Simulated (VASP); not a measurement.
The system is BAs.

```
B As
1.0
     0.00000    2.36708    2.36708
     2.36708    0.00000    2.36708
     2.36708    2.36708    0.00000
B As
1 1
Direct
  0.00000 0.00000 0.00000
  0.25000 0.25000 0.25000
```

Base run:

```yaml
Program: VASP 6.6.1
Functional: PBEsol
Potentials_or_basis: VASP PAW PBE potentials, release 64 (B, As)
Cutoff: 520 eV
k_mesh: 6 × 6 × 6
Occupations: gaussian, width 0.01 eV
Spin: no spin polarisation
```

Its results: band gap on the k mesh 1.16 eV, indirect (least direct gap 3.27 eV); pressure 4.1 GPa.

Question: The run is repeated on the same cell with these changes: potentials or basis from VASP PAW PBE potentials, release 64 (B, As) to VASP PAW PBE potentials, release 64 (B, As_d); cutoff from 520 eV to 600 eV; further incar settings from ALGO = Normal; EDIFF = 1e-06; NBANDS = 11 to ALGO = Normal; EDIFF = 1e-06; NBANDS = 16; valence electrons from 8 to 18. What comes out?

Answer: Band gap on the k mesh 1.17 eV, indirect (least direct gap 3.28 eV); pressure 3.0 GPa.

Caveats: the PAW data sets were made with another functional, which shifts forces and pressure a little.

A k mesh can miss the band edges.
